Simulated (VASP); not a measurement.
# Mo (I4/mmm) in VASP: further runs

Runs on Mo. Level: r2SCAN. Tasks: single point.

Program: VASP 6.6.1. These are calculated values, not measurements. Logs are shortened: lines on timing, memory, paths and dates and some standing lists are left out, and cuts for length are marked.

## Step 1: The cell of the first run

It takes space group I4/mmm (No. 139, tetragonal). Conventional cell: a = 3.339 Å, b = 3.339 Å, c = 3.034 Å, α = 90.00°, β = 90.00°, γ = 90.00°. Within 3.7 Å of Mo (site symmetry 4/mmm) lie 14 Mo at 2.81 to 3.34 Å.

## Step 2: Single point, r2SCAN (biaxial strain in the a-b plane: +6.0 %, then relaxed in part)

The input, POSCAR:

```
Mo
1.0
    3.3394561097      0.0000000000      0.0000000000
    0.0000000000      3.3394561097      0.0000000000
    0.0000000000      0.0000000000      3.0343935730
Mo
2
Direct
    0.0000000000      0.0000000000      0.0000000000
    0.5000000000      0.5000000000      0.5000000000
```

The input, INCAR.step1:

```
ALGO = Normal
EDIFF = 1E-4
ENCUT = 520
GGA = PE
ISMEAR = 0
LASPH = T
LCHARG = F
LREAL = F
LWAVE = T
NBANDS = 21
NELM = 60
PREC = Accurate
SIGMA = 0.1
```

The input, INCAR.step2:

```
ALGO = Normal
EDIFF = 1E-6
ENCUT = 520
ISIF = 2
ISMEAR = 0
ISTART = 1
LASPH = T
LCHARG = T
LELF = T
LMIXTAU = T
LREAL = F
LVHAR = T
LWAVE = F
METAGGA = R2SCAN
NBANDS = 21
NELM = 60
PREC = Accurate
SIGMA = 0.1
```

The input, KPOINTS:

```
k-points
0
Gamma
  16 16 16
```

Potentials or basis: VASP PAW PBE potentials, release 64 (Mo_sv).

Started as:

```sh
> cat potpaw_PBE.64/Mo_sv/POTCAR > POTCAR
> cp INCAR.step1 INCAR
> mpirun -np 1 vasp_std > vasp.out
> cp INCAR.step2 INCAR
> mpirun -np 1 vasp_std > vasp.out
```

OUTCAR:

```text
EDIFF = 1E-6
   ENCUT = 520
   ISIF = 2
   ISMEAR = 0
   ISTART = 1
   LASPH = T
   LREAL = F
   METAGGA = R2SCAN
   NELM = 60
   PREC = Accurate

 ion  position               nearest neighbor table
   1  0.000  0.000  0.000-   2 2.81   2 2.81   2 2.81   2 2.81   2 2.81   2 2.81   2 2.81   2 2.81

   2  0.500  0.500  0.500-   1 2.81   1 2.81   1 2.81   1 2.81   1 2.81   1 2.81   1 2.81   1 2.81

  LATTYP: Found a simple tetragonal cell.
 ALAT       =     3.3394561097
 C/A-ratio  =     0.9086490354

  Lattice vectors:

 A1 = (   3.3394561097,   0.0000000000,   0.0000000000)
 A2 = (   0.0000000000,   3.3394561097,   0.0000000000)
 A3 = (   0.0000000000,   0.0000000000,   3.0343935730)

Analysis of symmetry for initial positions (statically):
=====================================================================
 Subroutine PRICEL returns following result:

  LATTYP: Found a body centered tetragonal cell.
 ALAT       =     3.3394561097
 C/A-ratio  =     0.9086490354

  Lattice vectors:

 A1 = (  -1.6697280548,  -1.6697280548,  -1.5171967865)
 A2 = (   1.6697280548,   1.6697280548,  -1.5171967865)
 A3 = (   1.6697280548,  -1.6697280548,   1.5171967865)

   2 primitive cells build up your supercell.

 Routine SETGRP: Setting up the symmetry group for a
 simple tetragonal supercell.

 Subroutine GETGRP returns: Found 16 space group operations
 (whereof 16 operations were pure point group operations)
 out of a pool of 16 trial point group operations.

The static configuration has the point symmetry D_4h.

Analysis of symmetry for dynamics (positions and initial velocities):
=====================================================================
 Subroutine PRICEL returns following result:

  LATTYP: Found a body centered tetragonal cell.
 ALAT       =     3.3394561097
 C/A-ratio  =     0.9086490354

  Lattice vectors:

 A1 = (  -1.6697280548,  -1.6697280548,  -1.5171967865)
 A2 = (   1.6697280548,   1.6697280548,  -1.5171967865)
 A3 = (   1.6697280548,  -1.6697280548,   1.5171967865)

   2 primitive cells build up your supercell.

 Routine SETGRP: Setting up the symmetry group for a
 simple tetragonal supercell.

 Subroutine GETGRP returns: Found 16 space group operations
 (whereof 16 operations were pure point group operations)
[... 92 lines left out ...]
   ISTART =      1    job   : 0-new  1-cont  2-samecut
   ICHARG =      0    charge: 1-file 2-atom 10-const
   ISPIN  =      1    spin polarized calculation?
   LNONCOLLINEAR =      F non collinear calculations
   LSORBIT =      F    spin-orbit coupling
   LASPH  =      T    aspherical Exc in radial PAW
   ENCUT  =  520.0 eV  38.22 Ry    6.18 a.u.   6.21  6.21  5.64*2*pi/ulx,y,z
   NELM   =     60;   NELMIN=  2; NELMDL=  0     # of ELM steps
   EDIFF  = 0.1E-05   stopping-criterion for ELM
   LREAL  =      F    real-space projection
   EDIFFG = 0.1E-04   stopping-criterion for IOM
   NSW    =      0    number of steps for IOM
   IBRION =     -1    ionic relax: 0-MD 1-quasi-New 2-CG
   NFREE  =      0    steps in history (QN), initial steepest desc. (CG)
   ISIF   =      2    stress and relaxation
   ISYM   =      2    0-nonsym 1-usesym 2-fastsym
   POTIM  = 0.5000    time-step for ionic-motion
   TEBEG  =    0.0;   TEEND  =   0.0 temperature during run
   PSTRESS=    0.0 pullay stress
   NELECT =      28.0000    total number of electrons
   NUPDOWN=      -1.0000    fix difference up-down
   EMIN   =  10.00;   EMAX   =-10.00  energy-range for DOS
   EFERMI =   0.00;   METHOD = LEGACY
   ISMEAR =     0;   SIGMA  =   0.10  broadening in eV -4-tet -1-fermi 0-gaus
   EFERMI_NEDOS =   21; number of points for ismear=-14 and -15
   IALGO  =     38    algorithm
   IMIX   =      4    mixing-type and parameters
     AMIX     =   0.40;   BMIX     =  1.00
     AMIX_MAG =   1.60;   BMIX_MAG =  1.00
  volume/ion in A,a.u.               =      16.92       114.18
  Fermi-wavevector in a.u.,A,eV,Ry     =   1.536926  2.904370 32.138900  2.362142
  Thomas-Fermi vector in A             =   2.643507
   LORBIT       =      0    0 simple, 1 ext, 2 COOP (PROOUT), +10 PAW based schemes
   METAGGA = R2SCAN    functional components
   LHFCALC =     F    Hartree Fock is set to
   AEXX    =    0.0000 exact exchange contribution
   IVDW    =     0    specifies the selected vdW correction
   LEPSILON=     F    determine dielectric tensor
   LRPA    =     F    only Hartree local field effects (RPA)
 non-spin polarized calculation
 Gauss-broadening in eV      SIGMA  =   0.10
  energy-cutoff  :      520.00
  volume of cell :       33.84
 maximum number of plane-waves:       936
 NGX is ok and might be reduce to    28
   NGX = 13   NGY = 13   NGZ = 11

 number of electron      28.0000001 magnetization

 Free energy of the ion-electron system (eV)
  ---------------------------------------------------
  ext. energy  EPLUGINS =         0.00000000
  ---------------------------------------------------
  free energy    TOTEN  =       -51.84233710 eV

  energy without entropy =      -51.83680389  energy(sigma->0) =      -51.83957049

 E-fermi :  11.2921     XC(G=0): -14.1361

 val. band max:       11.2918129107   @ k =   0.3125   0.0000   0.0000
 cond. band min:      11.2941076668   @ k =   0.4375   0.1875   0.0625
 fundamental gap:      0.0022947560
 Fermi energy:        11.2921300858

 k-point     1 :       0.0000    0.0000    0.0000
  band No.  band energies     occupation
      1     -51.9068      2.00000
      2     -51.5509      2.00000
      3     -25.4394      2.00000
      4     -25.4394      2.00000
      5     -25.1769      2.00000
      6     -24.5677      2.00000
[... 565 lines left out ...]
     20      14.1372      0.00000
     21      25.3729      0.00000

 [... further k-points ...]

------------------------ aborting loop because EDIFF is reached ----------------------------------------

  FORCE on cell =-STRESS in cart. coord.  units (eV):
  Direction    XX          YY          ZZ          XY          YZ          ZX
  --------------------------------------------------------------------------------------
  -------------------------------------------------------------------------------------
  Total       -5.2359136     -5.2359136      0.1674740      0.0000000      0.0000000      0.0000000
  in kB     -247.9017930   -247.9017930      7.9292945      0.0000000      0.0000000      0.0000000
  external PRESSURE =    -162.6247638 kB  Pullay stress =       0.0000000 kB

 VOLUME and BASIS-vectors are now :
 -----------------------------------------------------------------------------
  energy-cutoff  :      520.00
  volume of cell :       33.84
      direct lattice vectors                 reciprocal lattice vectors
     3.339456110  0.000000000  0.000000000     0.299449960  0.000000000  0.000000000
     0.000000000  3.339456110  0.000000000     0.000000000  0.299449960  0.000000000
     0.000000000  0.000000000  3.034393573     0.000000000  0.000000000  0.329555140

 POSITION                                       TOTAL-FORCE (eV/Angst)
 -----------------------------------------------------------------------------------
      0.00000      0.00000      0.00000        -0.000000     -0.000000     -0.000000
      1.66973      1.66973      1.51720         0.000000      0.000000      0.000000
 -----------------------------------------------------------------------------------
    total drift:                                0.000000      0.000000      0.000000

  FREE ENERGIE OF THE ION-ELECTRON SYSTEM (eV)
  ---------------------------------------------------
  free  energy   TOTEN  =       -51.8423370979 eV

  energy  without entropy=      -51.8368038897  energy(sigma->0) =      -51.83957049
```

OUTCAR.step1:

```text
EDIFF = 1E-4
   ENCUT = 520
   GGA = PE
   ISMEAR = 0
   LASPH = T
[... 819 lines left out ...]
 -----------------------------------------------------------------------------------
      0.00000      0.00000      0.00000        -0.000000     -0.000000      0.000000
      1.66973      1.66973      1.51720         0.000000      0.000000     -0.000000
 -----------------------------------------------------------------------------------
    total drift:                                0.000000      0.000000      0.000000

  FREE ENERGIE OF THE ION-ELECTRON SYSTEM (eV)
  ---------------------------------------------------
  free  energy   TOTEN  =       -21.6004557333 eV

  energy  without entropy=      -21.5938559168  energy(sigma->0) =      -21.59715583
```

OSZICAR.step1:

```text
N       E                     dE             d eps       ncg     rms          rms(c)
DAV:   1     0.267596262038E+03    0.26760E+03   -0.16780E+04 17034   0.138E+03
DAV:   2    -0.174272253934E+02   -0.28502E+03   -0.27707E+03 19226   0.424E+02
DAV:   3    -0.230131853308E+02   -0.55860E+01   -0.54927E+01 19393   0.597E+01
DAV:   4    -0.230419017137E+02   -0.28716E-01   -0.28691E-01 18690   0.450E+00
DAV:   5    -0.230420939084E+02   -0.19219E-03   -0.19219E-03 19630   0.367E-01    0.173E+01
DAV:   6    -0.217594677819E+02    0.12826E+01   -0.25115E+00 18220   0.136E+01    0.411E+00
DAV:   7    -0.216085490672E+02    0.15092E+00   -0.41940E-01 19533   0.503E+00    0.147E+00
DAV:   8    -0.216002799266E+02    0.82691E-02   -0.94157E-03 17440   0.953E-01    0.317E-01
DAV:   9    -0.216004296703E+02   -0.14974E-03   -0.36933E-04 19467   0.195E-01    0.938E-02
DAV:  10    -0.216004557333E+02   -0.26063E-04   -0.28041E-05  8945   0.497E-02
   1 F= -.21600456E+02 E0= -.21597156E+02  d E =-.659982E-02
```

It took 26 min on 1 thread of Oxide Virtual Turin-like, shared host; peak memory 0.3 GiB.

What came out:

```yaml
Free_energy: -51.8423 eV
Pressure: -16.3 GPa
Band_gap_on_the_k_mesh: zero (bands 14 and 15 overlap by 2.63 eV)
```

Levels at points of the mesh, in eV from the Fermi level:
| k point | band 10 | band 11 | band 12 | band 13 | band 14 | band 15 | band 16 | band 17 | band 18 | band 19 |
| --- | --- | --- | --- | --- | --- | --- | --- | --- | --- | --- |
| (0.00, 0.00, 0.00) | -5.10 | -4.91 | -1.94 | -0.79 | -0.79 | 0.99 | 2.40 | 3.65 | 3.65 | 3.91 |
| (0.50, 0.00, 0.00) | -4.00 | -2.46 | -2.46 | -0.79 | -0.79 | 0.07 | 0.07 | 1.11 | 1.11 | 2.75 |
| (0.50, 0.50, 0.00) | -5.05 | -2.34 | -2.34 | 0.79 | 0.79 | 0.83 | 0.83 | 1.98 | 1.98 | 4.28 |
| (0.00, 0.00, 0.50) | -3.41 | -2.03 | -2.03 | -1.01 | -1.01 | -1.01 | -1.01 | 0.55 | 0.55 | 4.54 |
| (0.50, 0.00, 0.50) | -5.12 | -3.53 | -3.53 | 1.62 | 1.62 | 1.71 | 1.71 | 3.04 | 3.04 | 4.37 |
| (0.50, 0.50, 0.50) | -2.79 | -2.79 | -2.79 | -2.26 | -2.26 | 2.19 | 2.19 | 2.72 | 2.72 | 9.70 |

Caveat: the cell differs from its parent crystal (biaxial strain in the a-b plane: +6.0 %, then relaxed in part); the stress differs along the axes, from -25 to 1 GPa; the PAW data sets were made with another functional, which shifts forces and pressure a little.

## Step 3: Single point, r2SCAN (biaxial strain in the a-b plane: +6.0 %)

Edit POSCAR of step 2 so:

```diff
@@ -4,3 +4,3 @@
     0.0000000000      3.3394561097      0.0000000000
-    0.0000000000      0.0000000000      3.0343935730
+    0.0000000000      0.0000000000      3.0370148016
 Mo
```

The input, INCAR.step1:

```
  PREC = Accurate
  ENCUT = 520
  ISMEAR = 0
  SIGMA = 0.1
  LREAL = False
  LASPH = True
  NELM = 80
  NBANDS = 21
  GGA = PE
  ALGO = Normal
  EDIFF = 1E-4
  LWAVE = True
  LCHARG = False
```

The input, INCAR.step2:

```
  PREC = Accurate
  ENCUT = 520
  EDIFF = 1E-6
  ISMEAR = 0
  SIGMA = 0.1
  LREAL = False
  LASPH = True
  NELM = 80
  ALGO = Normal
  ISIF = 2
  LWAVE = False
  LCHARG = True
  METAGGA = R2SCAN
  LMIXTAU = True
  LELF = True
  LVHAR = True
  NBANDS = 21
  ISTART = 1
```

The input, KPOINTS:

```
regular mesh
0
Gamma
  16 16 16
```

Potentials or basis: VASP PAW PBE potentials, release 64 (Mo_sv).

Started as:

```sh
> cat potpaw_PBE.64/Mo_sv/POTCAR > POTCAR
> cp INCAR.step1 INCAR
> mpirun -np 1 vasp_std > vasp.out
> cp INCAR.step2 INCAR
> mpirun -np 1 vasp_std > vasp.out
```

It took 27 min on 1 thread of Oxide Virtual Turin-like, shared host; peak memory 0.3 GiB.

The run converged. Its results:

```yaml
Free_energy: -51.8425 eV
Pressure: -16.5 GPa
Band_gap_on_the_k_mesh: zero (bands 14 and 15 overlap by 2.62 eV)
```

Stress tensor (GPa, compression positive):
```
-24.90   0.00   0.00
  0.00 -24.90   0.00
  0.00   0.00   0.44
```

Levels at points of the mesh, in eV from the Fermi level:
```
           k point  band 10  band 11  band 12  band 13  band 14  band 15  band 16  band 17  band 18  band 19
(0.00, 0.00, 0.00)    -5.09    -4.91    -1.93    -0.80    -0.80     0.99     2.39     3.65     3.65     3.90
(0.50, 0.00, 0.00)    -4.00    -2.45    -2.45    -0.78    -0.78     0.06     0.06     1.11     1.11     2.75
(0.50, 0.50, 0.00)    -5.04    -2.35    -2.35     0.80     0.80     0.83     0.83     1.98     1.98     4.27
(0.00, 0.00, 0.50)    -3.41    -2.03    -2.03    -1.01    -1.01    -1.01    -1.01     0.55     0.55     4.52
(0.50, 0.00, 0.50)    -5.11    -3.53    -3.53     1.61     1.61     1.71     1.71     3.03     3.03     4.36
(0.50, 0.50, 0.50)    -2.79    -2.79    -2.79    -2.26    -2.26     2.19     2.19     2.72     2.72     9.68
```

Caveat: the cell differs from its parent crystal (biaxial strain in the a-b plane: +6.0 %); the stress differs along the axes, from -25 to 0 GPa; the PAW data sets were made with another functional, which shifts forces and pressure a little.
